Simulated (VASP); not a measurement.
# Y2Si3O (P-6m2) in VASP: relaxation of cell and atoms with PBE

Aim: the relaxation of cell and atoms of Y2Si3O with PBE.

All numbers are computed with VASP 6.6.1; they aren't measurements. Logs are shortened: lines on timing, memory, paths and dates and some standing lists are left out, and cuts for length are marked.

## 1. The cell of the first run

The structure is hexagonal, space group P-6m2 (No. 187). The conventional cell has a = 5.927 Å, b = 5.927 Å, c = 5.900 Å, α = 90.00°, β = 90.00°, γ = 120.00°. Y (site symmetry -6m2) has 2 Y at 2.95 Å within 3.9 Å. Within 3.9 Å of Y (site symmetry -6m2) lie 2 Y at 2.95 Å and 6 Si at 2.96 Å and 3 O at 3.42 Å. Within 2.4 Å of Si (site symmetry mm2) lie 1 O at 1.79 Å. Within 2.4 Å of O (site symmetry -6m2) lie 3 Si at 1.79 Å.

The cell was built from a structure type or drawn by symmetry, and may not be a known phase.

## 2. Relaxation of cell and atoms, PBE

Contents of INCAR:

```
SYSTEM = Y2Si3O
PREC = Accurate ; ENCUT = 600
EDIFF = 1E-7 ; ISMEAR = 0
SIGMA = 0.1 ; LREAL = .False.
LASPH = .True. ; NELM = 80
ALGO = Normal ; ISIF = 3
LWAVE = .False. ; LCHARG = .False.
GGA = PE ; IBRION = 2
NSW = 100 ; EDIFFG = -0.01
```

Contents of KPOINTS:

```
Automatic mesh
0
Gamma
  6 6 6
  0 0 0
```

Contents of POSCAR:

```
Y2Si3O
1.0
    5.9269268065      0.0000000000      0.0000000000
   -2.9634634032      5.1328691808      0.0000000000
    0.0000000000      0.0000000000      5.9004494085
Y Si O
2 3 1
Direct
    0.0000000000      0.0000000000      0.0000000000
    0.0000000000      0.0000000000      0.5000000000
    0.4927274832      0.5072725168      0.5000000000
    0.4927274832      0.9854549664      0.5000000000
    0.0145450336      0.5072725168      0.5000000000
    0.6666666667      0.3333333333      0.5000000000
```

Potentials or basis: VASP PAW PBE potentials, release 64 (Y_sv, Si, O).

Started as:

```console
cat potpaw_PBE.64/Y_sv/POTCAR potpaw_PBE.64/Si/POTCAR potpaw_PBE.64/O/POTCAR > POTCAR
mpirun -np 1 vasp_std > vasp.out
```

OUTCAR:

```text
SYSTEM = Y2Si3O
   PREC = Accurate
   ENCUT = 600
   EDIFF = 1E-7
   ISMEAR = 0
   LREAL = .False.
   LASPH = .True.
   NELM = 80
   ISIF = 3
   GGA = PE
   IBRION = 2
   NSW = 100
   EDIFFG = -0.01

 ion  position               nearest neighbor table
   1  0.000  0.000  0.000-   2 2.95   2 2.95
   2  0.000  0.000  0.500-   1 2.95   1 2.95   5 2.96   5 2.96   4 2.96   4 2.96   3 2.96   3 2.96

   3  0.493  0.507  0.500-   6 1.79   4 2.83   5 2.83   2 2.96   2 2.96   4 3.09   5 3.09
   4  0.493  0.985  0.500-   6 1.79   3 2.83   5 2.83   2 2.96   2 2.96   3 3.09   5 3.09
   5  0.015  0.507  0.500-   6 1.79   3 2.83   4 2.83   2 2.96   2 2.96   3 3.09   4 3.09
   6  0.667  0.333  0.500-   4 1.79   5 1.79   3 1.79

  LATTYP: Found a hexagonal cell.
 ALAT       =     5.9269268065
 C/A-ratio  =     0.9955326936

  Lattice vectors:

 A1 = (   5.9269268065,   0.0000000000,   0.0000000000)
 A2 = (  -2.9634634032,   5.1328691808,   0.0000000000)
 A3 = (   0.0000000000,   0.0000000000,   5.9004494085)

Analysis of symmetry for initial positions (statically):
=====================================================================
 Subroutine PRICEL returns:
 Original cell was already a primitive cell.

 Routine SETGRP: Setting up the symmetry group for a
 hexagonal supercell.

 Subroutine GETGRP returns: Found 12 space group operations
 (whereof 12 operations were pure point group operations)
 out of a pool of 24 trial point group operations.

The static configuration has the point symmetry D_3h.

Analysis of symmetry for dynamics (positions and initial velocities):
=====================================================================
 Subroutine PRICEL returns:
 Original cell was already a primitive cell.

 Routine SETGRP: Setting up the symmetry group for a
 hexagonal supercell.

 Subroutine GETGRP returns: Found 12 space group operations
 (whereof 12 operations were pure point group operations)
 out of a pool of 24 trial point group operations.

The dynamic configuration has the point symmetry D_3h.

 Subroutine INISYM returns: Found 12 space group operations
 (whereof 12 operations are pure point group operations),
 and found     1 'primitive' translations

----------------------------------------------------------------------------------------

                                     Primitive cell

  volume of cell :     179.5043

  direct lattice vectors                    reciprocal lattice vectors
     5.926926807  0.000000000  0.000000000     0.168721503  0.097411405  0.000000000
    -2.963463403  5.132869181  0.000000000     0.000000000  0.194822811  0.000000000
     0.000000000  0.000000000  5.900449409     0.000000000  0.000000000  0.169478616

  length of vectors
     5.926926807  5.926926806  5.900449409     0.194822811  0.194822811  0.169478616

  position of ions in fractional coordinates (direct lattice)
     0.000000000  0.000000000  0.000000000
     0.000000000  0.000000000  0.500000000
     0.492727483  0.507272517  0.500000000
     0.492727483  0.985454966  0.500000000
     0.014545034  0.507272517  0.500000000
     0.666666667  0.333333333  0.500000000

  ion indices of the primitive-cell ions
   primitive index   ion index
                 1           1
                 2           2
                 3           3
                 4           4
                 5           5
                 6           6

----------------------------------------------------------------------------------------

 KPOINTS: Automatic mesh

Automatic generation of k-mesh.
 Grid dimensions read from file:
 generate k-points for:    6    6    6

 Generating k-lattice:

  Cartesian coordinates                     Fractional coordinates (reciprocal lattice)
     0.028120251  0.016235234  0.000000000     0.166666667  0.000000000  0.000000000
     0.000000000  0.032470468  0.000000000     0.000000000  0.166666667  0.000000000
     0.000000000  0.000000000  0.028246436     0.000000000  0.000000000  0.166666667

  Length of vectors
     0.032470468  0.032470468  0.028246436

  Shift w.r.t. Gamma in fractional coordinates (k-lattice)
     0.000000000  0.000000000  0.000000000

 Subroutine IBZKPT returns following result:
 ===========================================

 Found     28 irreducible k-points:

 Following reciprocal coordinates:
            Coordinates               Weight
  0.000000  0.000000  0.000000      1.000000
  0.166667  0.000000  0.000000      6.000000
  0.333333  0.000000  0.000000      6.000000
  0.500000  0.000000  0.000000      3.000000
  0.166667  0.166667  0.000000      6.000000
  0.333333  0.166667  0.000000     12.000000
[... 16 lines left out ...]
  0.166667  0.000000  0.500000      6.000000
  0.333333  0.000000  0.500000      6.000000
 [... further k-points ...]
   k-points           NKPTS =     28   k-points in BZ     NKDIM =     28   number of bands    NBANDS=     24
   number of dos      NEDOS =    301   number of ions     NIONS =      6
   total plane-waves  NPLWV = 110592
   dimension x,y,z NGX =    48 NGY =   48 NGZ =   48
   dimension x,y,z NGXF=    96 NGYF=   96 NGZF=   96
   ions per type =               2   3   1
   NGX,Y,Z   is equivalent  to a cutoff of  13.46, 13.46, 13.52 a.u.
   NGXF,Y,Z  is equivalent  to a cutoff of  26.93, 26.93, 27.05 a.u.
 SYSTEM =  Y2Si3O
   PREC   = accura    normal or accurate (medium, high low for compatibility)
   ISTART =      0    job   : 0-new  1-cont  2-samecut
   ICHARG =      2    charge: 1-file 2-atom 10-const
   ISPIN  =      1    spin polarized calculation?
   LNONCOLLINEAR =      F non collinear calculations
   LSORBIT =      F    spin-orbit coupling
   LASPH  =      T    aspherical Exc in radial PAW
   ENCUT  =  600.0 eV  44.10 Ry    6.64 a.u.  11.84 11.84 11.78*2*pi/ulx,y,z
   NELM   =     80;   NELMIN=  2; NELMDL= -5     # of ELM steps
   EDIFF  = 0.1E-06   stopping-criterion for ELM
   LREAL  =      F    real-space projection
   EDIFFG = -.1E-01   stopping-criterion for IOM
   NSW    =    100    number of steps for IOM
   IBRION =      2    ionic relax: 0-MD 1-quasi-New 2-CG
   NFREE  =      1    steps in history (QN), initial steepest desc. (CG)
   ISIF   =      3    stress and relaxation
   ISYM   =      2    0-nonsym 1-usesym 2-fastsym
   POTIM  = 0.5000    time-step for ionic-motion
   TEBEG  =    0.0;   TEEND  =   0.0 temperature during run
   PSTRESS=    0.0 pullay stress
   NELECT =      40.0000    total number of electrons
   NUPDOWN=      -1.0000    fix difference up-down
   EMIN   =  10.00;   EMAX   =-10.00  energy-range for DOS
   EFERMI =   0.00;   METHOD = LEGACY
   ISMEAR =     0;   SIGMA  =   0.10  broadening in eV -4-tet -1-fermi 0-gaus
   EFERMI_NEDOS =   21; number of points for ismear=-14 and -15
   IALGO  =     38    algorithm
   IMIX   =      4    mixing-type and parameters
     AMIX     =   0.40;   BMIX     =  1.00
     AMIX_MAG =   1.60;   BMIX_MAG =  1.00
  volume/ion in A,a.u.               =      29.92       201.89
  Fermi-wavevector in a.u.,A,eV,Ry     =   0.992514  1.875579 13.402876  0.985084
  Thomas-Fermi vector in A             =   2.124331
   LORBIT       =      0    0 simple, 1 ext, 2 COOP (PROOUT), +10 PAW based schemes
   GGA     = PE    functional components
   LHFCALC =     F    Hartree Fock is set to
   AEXX    =    0.0000 exact exchange contribution
   IVDW    =     0    specifies the selected vdW correction
   LEPSILON=     F    determine dielectric tensor
   LRPA    =     F    only Hartree local field effects (RPA)
 conjugate gradient relaxation of ions
 non-spin polarized calculation
 Gauss-broadening in eV      SIGMA  =   0.10
  energy-cutoff  :      600.00
  volume of cell :      179.50
 maximum number of plane-waves:      6017
 NGX is ok and might be reduce to    48
   NGX = 23   NGY = 23   NGZ = 23

--------------------------------------- Ionic step        1  -------------------------------------------

 number of electron      39.9999995 magnetization

 Free energy of the ion-electron system (eV)
  ---------------------------------------------------
  ext. energy  EPLUGINS =         0.00000000
  ---------------------------------------------------
  free energy    TOTEN  =       -31.60637503 eV

  energy without entropy =      -31.57715745  energy(sigma->0) =      -31.59176624

------------------------ aborting loop because EDIFF is reached ----------------------------------------

  FORCE on cell =-STRESS in cart. coord.  units (eV):
  Direction    XX          YY          ZZ          XY          YZ          ZX
  --------------------------------------------------------------------------------------
  -------------------------------------------------------------------------------------
  Total        0.0661902      0.0661902     -0.3316738      0.0000000      0.0000000      0.0000000
  in kB        0.5907852      0.5907852     -2.9603765      0.0000000      0.0000000      0.0000000
  external PRESSURE =      -0.5929354 kB  Pullay stress =       0.0000000 kB
[... 225 lines left out ...]
  energy  without entropy=      -31.5777615525  energy(sigma->0) =      -31.59304626

--------------------------------------- Ionic step        7  -------------------------------------------

 number of electron      39.9999996 magnetization

 Free energy of the ion-electron system (eV)
  ---------------------------------------------------
  ext. energy  EPLUGINS =         0.00000000
  ---------------------------------------------------
  free energy    TOTEN  =       -31.60835821 eV

  energy without entropy =      -31.57761923  energy(sigma->0) =      -31.59298872

 E-fermi :   2.4809     XC(G=0):  -8.1022

 val. band max:        2.4664614291   @ k =   0.0000   0.0000   0.1667
 cond. band min:       2.4861254228   @ k =   0.5000   0.0000   0.0000
 fundamental gap:      0.0196639937
 Fermi energy:         2.4809096897

 k-point     1 :       0.0000    0.0000    0.0000
  band No.  band energies     occupation
      1     -41.4789      2.00000
      2     -39.1254      2.00000
      3     -21.6048      2.00000
      4     -21.4644      2.00000
      5     -21.4644      2.00000
      6     -19.2124      2.00000
[... 637 lines left out ...]
     23       3.5805      0.00000
     24       4.0176      0.00000

 [... further k-points ...]

------------------------ aborting loop because EDIFF is reached ----------------------------------------

  FORCE on cell =-STRESS in cart. coord.  units (eV):
  Direction    XX          YY          ZZ          XY          YZ          ZX
  --------------------------------------------------------------------------------------
  -------------------------------------------------------------------------------------
  Total        0.0043494      0.0043494      0.0076593      0.0000000      0.0000000      0.0000000
  in kB        0.0392022      0.0392022      0.0690343      0.0000000      0.0000000      0.0000000
  external PRESSURE =       0.0491462 kB  Pullay stress =       0.0000000 kB
[... 21 lines left out ...]
  FREE ENERGIE OF THE ION-ELECTRON SYSTEM (eV)
  ---------------------------------------------------
  free  energy   TOTEN  =       -31.6083582064 eV

  energy  without entropy=      -31.5776192271  energy(sigma->0) =      -31.59298872

 reached required accuracy - stopping structural energy minimisation
```

Run time: 16 min. Hardware: 1 thread of AMD EPYC 7R13, shared host; peak memory 0.42 GiB.

What came out:

* Free energy: -31.6084 eV
* Relaxed volume: 29.63 Å³/atom
* Relaxed cell: a = 5.916 Å, b = 5.916 Å, c = 5.865 Å, α = 90.00°, β = 90.00°, γ = 120.00°
* Space group after relaxing (to 0.1 Å): P-6m2 (No. 187)
* Energy gained by relaxing: 0.3 meV/atom
* Ionic steps: 7
* Pressure after relaxing: 0.0 GPa
* Largest force after relaxing: 0.007 eV/Å
* Band gap on the k mesh: zero (bands 20 and 21 overlap by 0.54 eV)

Forces on the atoms (eV/Å):
```
Y    0.000  0.000  0.000
Y    0.000  0.000  0.000
Si  -0.006  0.004  0.000
Si   0.000 -0.007  0.000
Si   0.006  0.004  0.000
O    0.000  0.000  0.000
```

Step by step:
| step | energy change (eV) | largest force (eV/Å) | pressure (GPa) | volume (Å³) |
| --- | --- | --- | --- | --- |
| 1 | 0.0000 | 0.0756 | -0.06 | 179.50 |
| 2 | -0.0011 | 0.0193 | -0.15 | 179.22 |
| 3 | -0.0012 | 0.0005 | -0.18 | 179.11 |
| 4 | -0.0019 | 0.0118 | -0.03 | 178.01 |
| 5 | -0.0019 | 0.0145 | 0.01 | 177.77 |
| 6 | -0.0020 | 0.0103 | 0.01 | 177.77 |
| 7 | -0.0020 | 0.0070 | 0.00 | 177.76 |

Final structure:
```
CELL_PARAMETERS angstrom
5.91580 0.00000 0.00000
-2.95790 5.12323 0.00000
0.00000 0.00000 5.86512
ATOMIC_POSITIONS crystal
Y 0.00000 0.00000 0.00000
Y 0.00000 0.00000 0.50000
Si 0.49181 0.50819 0.50000
Si 0.49181 0.98363 0.50000
Si 0.01637 0.50819 0.50000
O 0.66667 0.33333 0.50000
```

Levels at points of the mesh, in eV from the Fermi level:
| k point | band 16 | band 17 | band 18 | band 19 | band 20 | band 21 | band 22 | band 23 | band 24 |
| --- | --- | --- | --- | --- | --- | --- | --- | --- | --- |
| (0.00, 0.00, 0.00) | -1.72 | -0.74 | -0.37 | -0.37 | -0.20 | -0.12 | -0.12 | 0.54 | 1.27 |
| (0.50, 0.00, 0.00) | -2.29 | -1.66 | -0.88 | -0.84 | 0.01 | 0.29 | 0.43 | 0.86 | 1.59 |
| (0.00, 0.00, 0.50) | -1.95 | -0.47 | -0.31 | -0.31 | 0.24 | 0.24 | 1.03 | 1.03 | 1.56 |
| (0.50, 0.00, 0.50) | -2.01 | -1.94 | -0.58 | -0.24 | 0.03 | 0.27 | 1.07 | 1.10 | 1.66 |
